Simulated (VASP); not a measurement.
Set up this calculation in VASP 6.6.1, as the native input.

```yaml
Task: single point
Functional: PBE
Potentials_or_basis: VASP PAW PBE potentials, release 64 (Co, Bi_d)
Cutoff: 520 eV
k_mesh: 4 × 4 × 4
Occupations: gaussian, width 0.1 eV
Spin: collinear spin, ferromagnetic start
Starting_moments: "[3.0, 3.0, 3.0, 3.0, 0.0, 0.0] μB"
Dipole_correction: no
Further_INCAR_settings: ALGO = Fast; EDIFF = 1e-06; NBANDS = 46
```

The structure of Co2Bi lies in POSCAR:

```
Co2Bi
1.0
    0.0000000000      3.7148803595      3.7148803595
    3.7148803595      0.0000000000      3.7148803595
    3.7148803595      3.7148803595      0.0000000000
Co Bi
4 2
Direct
    0.6250000000      0.6250000000      0.6250000000
    0.1250000000      0.6250000000      0.6250000000
    0.6250000000      0.6250000000      0.1250000000
    0.6250000000      0.1250000000      0.6250000000
    0.0000000000      0.0000000000      0.0000000000
    0.2500000000      0.2500000000      0.2500000000
```

These files were run (other wordings do the same):

INCAR

```
SYSTEM = Co2Bi
PREC     = Accurate       ! precision mode
ENCUT    = 520            ! plane-wave cutoff, eV
EDIFF    = 1E-6           ! SCF threshold, eV
ISMEAR   = 0              ! smearing method
SIGMA    = 0.1            ! smearing width, eV
LREAL    = .FALSE.        ! projectors in reciprocal space
LASPH    = .TRUE.         ! aspherical terms in the spheres
NELM     = 150            ! most SCF steps
ALGO     = Fast           ! electronic algorithm
ISIF     = 2              ! what is computed and relaxed
LWAVE    = .FALSE.        ! write WAVECAR
LCHARG   = .FALSE.        ! write CHGCAR
ISPIN    = 2              ! spin polarisation
MAGMOM   = 3 3 3 3 0 0    ! initial moments
LORBIT   = 11             ! projections on sites
LMAXMIX  = 4              ! l up to which the mixer works
GGA      = PE             ! functional
NBANDS   = 46             ! bands
```

KPOINTS

```
regular mesh
0
G
  4 4 4
  0 0 0
```

Potentials or basis: VASP PAW PBE potentials, release 64 (Co, Bi_d).

The run is started by

```bash
$ cat potpaw_PBE.64/Co/POTCAR potpaw_PBE.64/Bi_d/POTCAR > POTCAR
$ mpirun -np 1 vasp_std > vasp.out
```

It gave:

```
Pressure                                              : -5.8 GPa
Band gap on the k mesh                                : zero (filled and empty bands overlap)
Net moment                                            : 6.02 μB per cell
Site moments                                          : Co +1.57; Bi -0.03 μB
Valence electrons inside the program's atomic spheres : Co 7.98; Bi 12.79
```

Caveat: the k points lie up to 0.37 Å⁻¹ apart; spin-orbit coupling is left out, which moves the levels of the heavy elements.

It took 3.8 min on 1 thread of Intel Xeon 8259CL (shared host), peak memory 0.3 GiB.
